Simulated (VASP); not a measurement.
Set up this calculation in VASP 6.6.1, as the native input.

- Task: single point
- Functional: PBE
- Potentials or basis: VASP PAW PBE potentials, release 64 (Cu_sv_GW, O)
- Cutoff: 820 eV
- k mesh: 6 × 4 × 4
- Occupations: gaussian, width 0.1 eV
- Spin: collinear spin
- Starting moments: [1.0, -1.0, -1.0, 0.0, 0.0] μB
- Dipole correction: no
- Further INCAR settings: ALGO = Normal; EDIFF = 1e-06; NBANDS = 46

The structure of Cu3O2 lies in POSCAR:

```
Cu3O2
1.0
    0.0000000000      0.0000000000      2.7266954405
    5.9006603631      0.0038169048      0.0000000000
   -2.9470246385      5.1120302297      0.0000000000
Cu O
3 2
Direct
    0.5000000000      0.4224150846      0.5775849154
    0.5000000000      0.4223768711      0.0447999267
    0.5000000000      0.9552000733      0.5776231289
    0.0000000000      0.2665227140      0.7334772860
    0.5000000000      0.6001519270      0.3998480730
```

The cell was generated, and may not be a known phase.

These files were run (other wordings do the same):

INCAR

```
PREC = Accurate ; ENCUT = 820
EDIFF = 1E-6 ; ISMEAR = 0
SIGMA = 0.1 ; LREAL = F
LASPH = T ; NELM = 200
ALGO = Normal ; ISIF = 2
LWAVE = F ; LCHARG = F
ISPIN = 2 ; MAGMOM = 1 -1 -1 0 0
LORBIT = 11 ; LMAXMIX = 4
GGA = PE ; NBANDS = 46
GGA_COMPAT = F
```

KPOINTS

```
Automatic mesh
0
Gamma
  6 4 4
```

Potentials or basis: VASP PAW PBE potentials, release 64 (Cu_sv_GW, O).

Launch:

```console
$ cat potpaw_PBE.64/Cu_sv_GW/POTCAR potpaw_PBE.64/O/POTCAR > POTCAR
$ mpirun -np 1 vasp_std > vasp.out
```

It gave:

```yaml
Pressure: -0.5 GPa
Net_moment: -0.83 μB per cell
Site_moments: Cu -0.18; O -0.07, -0.21 μB
Valence_electrons_inside_the_program's_atomic_spheres: Cu 17.48; O 4.92, 4.97
```

Caveat: the k points lie up to 0.38 Å⁻¹ apart; a moment this small can come from the mesh or the smearing.

Run time: 7.2 min on 1 thread of Intel(R) Xeon(R) Platinum 8559C (Emerald Rapids), with other jobs on the host, peak memory 0.54 GiB.
